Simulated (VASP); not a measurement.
Write the native input for VASP 6.6.1 that does the following.

| Quantity | Value |
| --- | --- |
| Task | single point |
| Functional | PBE |
| Potentials or basis | VASP PAW PBE potentials, release 64 (Zn, Cd, Se) |
| Cutoff | 520 eV |
| k mesh | 4 × 4 × 4 |
| Occupations | gaussian, width 0.1 eV |
| Spin | no spin polarisation |
| Dipole correction | no |
| Further INCAR settings | ALGO = Normal; EDIFF = 1e-07; NBANDS = 56 |

The structure of Zn3Cd2Se5 lies in POSCAR:

```
Zn3Cd2Se5
1.0
    0.0000000000     -4.1641959146      0.0000000000
    4.1641959146      0.0000000000      0.0000000000
   -2.0820979573      2.0820979573     14.9197834641
Zn Cd Se
3 2 5
Direct
    0.4069474160      0.4069474160      0.8138948320
    0.0000000000      0.0000000000      0.0000000000
    0.5930525840      0.5930525840      0.1861051680
    0.8052091317      0.8052091317      0.6104182634
    0.1947908683      0.1947908683      0.3895817366
    0.3607682667      0.8607682667      0.7215365334
    0.9535215223      0.4535215223      0.9070430446
    0.5464784777      0.0464784777      0.0929569554
    0.1392317333      0.6392317333      0.2784634666
    0.7500000000      0.2500000000      0.5000000000
```

The input as run:

INCAR

```
PREC = Accurate ; ENCUT = 520
EDIFF = 1E-7 ; ISMEAR = 0
SIGMA = 0.1 ; LREAL = False
LASPH = True ; NELM = 100
ALGO = Normal ; ISIF = 2
LWAVE = False ; LCHARG = True
GGA = PE ; LELF = True
LVHAR = True ; NBANDS = 56
```

KPOINTS

```
Automatic mesh
0
Gamma
  4 4 4
```

Potentials or basis: VASP PAW PBE potentials, release 64 (Zn, Cd, Se).

Command:

```bash
$ cat potpaw_PBE.64/Zn/POTCAR potpaw_PBE.64/Cd/POTCAR potpaw_PBE.64/Se/POTCAR > POTCAR
$ mpirun -np 1 vasp_std > vasp.out
```

Results of the run:

| Property | Result |
| --- | --- |
| Pressure | 0.4 GPa |
| Largest force | 0.024 eV/Å |
| Band gap on the k mesh | 0.76 eV |

Caveat: semilocal functionals underestimate gaps, and a narrow one can read as zero.

Wall time 98 s on 1 thread of Intel(R) Xeon(R) 6975P-C (Granite Rapids), on a shared host, peak memory 0.43 GiB.
